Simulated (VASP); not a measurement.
Crystal: BaZrO3.

```xyz
5
Lattice="4.2272 0.0000 0.0000 0.0000 4.2272 0.0000 0.0000 0.0000 4.2272" Properties=species:S:1:pos:R:3 pbc="T T T"
Ba    0.0000    0.0000    0.0000
Zr    2.1136    2.1136    2.1136
O     0.0000    2.1136    2.1136
O     2.1136    0.0000    2.1136
O     2.1136    2.1136    0.0000
```

- Program: VASP 6.6.1
- Task: relaxation of cell and atoms
- Functional: LDA
- Potentials or basis: VASP PAW LDA potentials, release 64 (Ba_sv, Zr_sv, O)
- Cutoff: 600 eV
- k mesh: 6 × 6 × 6
- Occupations: gaussian, width 0.02 eV
- Spin: no spin polarisation

At the start: pressure -7.8 GPa; volume 15.11 Å³/atom.

Question: Where does the relaxation end?

Answer: Over 5 steps the energy falls by 18.6 meV/atom and the volume is 14.38 Å³/atom (-4.8 %); space group Pm-3m (No. 221, to 0.05 Å).

Step by step:
| step | energy change (eV) | largest force (eV/Å) | pressure (GPa) | volume (Å³) |
| --- | --- | --- | --- | --- |
| 1 | 0.0000 | 0.0000 | -7.78 | 75.53 |
| 2 | 0.0464 | 0.0000 | 11.59 | 67.80 |
| 3 | -0.0931 | 0.0000 | -0.11 | 71.91 |
| 4 | -0.0931 | 0.0000 | 0.06 | 71.84 |
| 5 | -0.0931 | 0.0000 | -0.05 | 71.89 |

Final structure:
```
Ba Zr O
1.0
     4.15804    0.00000    0.00000
     0.00000    4.15804    0.00000
     0.00000    0.00000    4.15804
Ba Zr O
1 1 3
Direct
  0.00000 0.00000 0.00000
  0.50000 0.50000 0.50000
  0.00000 0.50000 0.50000
  0.50000 0.00000 0.50000
  0.50000 0.50000 0.00000
```
